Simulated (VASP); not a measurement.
Wanted: the native input for a VASP 6.6.1 run.

* Task: relaxation of cell and atoms
* Functional: PBE
* Potentials or basis: VASP PAW PBE potentials, release 64 (Pt, Se)
* Cutoff: 600 eV
* k mesh: 9 × 9 × 6
* Occupations: methfessel-paxton, width 0.05 eV
* Spin: no spin polarisation
* Dipole correction: no
* Further INCAR settings: ALGO = Normal; EDIFF = 1e-07; IBRION = 2; EDIFFG = -0.03; NSW = 80; ISIF = 3

The structure of PtSe2 lies in POSCAR:

```
PtSe2
1.0
    3.7240000000      0.0000000000      0.0000000000
   -1.8620000000      3.2250786000      0.0000000000
    0.0000000000      0.0000000000      5.0620000000
Pt Se
1 2
Direct
    0.0000000000      0.0000000000      0.0000000000
    0.3333333333      0.6666666667      0.2500000000
    0.6666666667      0.3333333333      0.7500000000
```

The input as run:

INCAR

```
SYSTEM = PtSe2
PREC     = Accurate       ! precision mode
ENCUT    = 600            ! plane-wave cutoff, eV
EDIFF    = 1E-7           ! SCF threshold, eV
ISMEAR   = 1              ! smearing method
SIGMA    = 0.05           ! smearing width, eV
LREAL    = .False.        ! projectors in reciprocal space
LASPH    = .True.         ! aspherical terms in the spheres
NELM     = 100            ! most SCF steps
ALGO     = Normal         ! electronic algorithm
ISIF     = 3              ! what is computed and relaxed
LWAVE    = .False.        ! write WAVECAR
LCHARG   = .False.        ! write CHGCAR
GGA      = PE             ! functional
IBRION   = 2              ! ionic algorithm
NSW      = 80             ! ionic steps
EDIFFG   = -0.03          ! ionic threshold
```

KPOINTS

```
Automatic mesh
0
Gamma
  9 9 6
  0 0 0
```

Potentials or basis: VASP PAW PBE potentials, release 64 (Pt, Se).

Launch:

```console
$ cat potpaw_PBE.64/Pt/POTCAR potpaw_PBE.64/Se/POTCAR > POTCAR
$ mpirun -np 1 vasp_std > vasp.out
```

Results of the run:

The relaxed volume is 25.07 Å³/atom and the relaxed cell is a = 3.752 Å, b = 3.752 Å, c = 6.169 Å, α = 90.00°, β = 90.00°, γ = 120.00°. The space group after relaxing (to 0.1 Å) is P-3m1 (No. 164) and the energy gained by relaxing is 37.8 meV/atom. The ionic steps are 20. The pressure after relaxing is 0.0 GPa and the largest force after relaxing is 0.027 eV/Å. The band gap on the k mesh is 0.74 eV (least direct gap 0.96 eV).

Caveat: the volume moved by over 15 % at a fixed basis, so the end points are rough; spin-orbit coupling is left out, which moves the levels of the heavy elements; this functional lacks dispersion, which binds layers or chains, so the pressure and a relaxed spacing across them are unreliable.

It took 20 min on 1 thread of Intel Xeon 8259CL (shared host), peak memory 0.25 GiB.
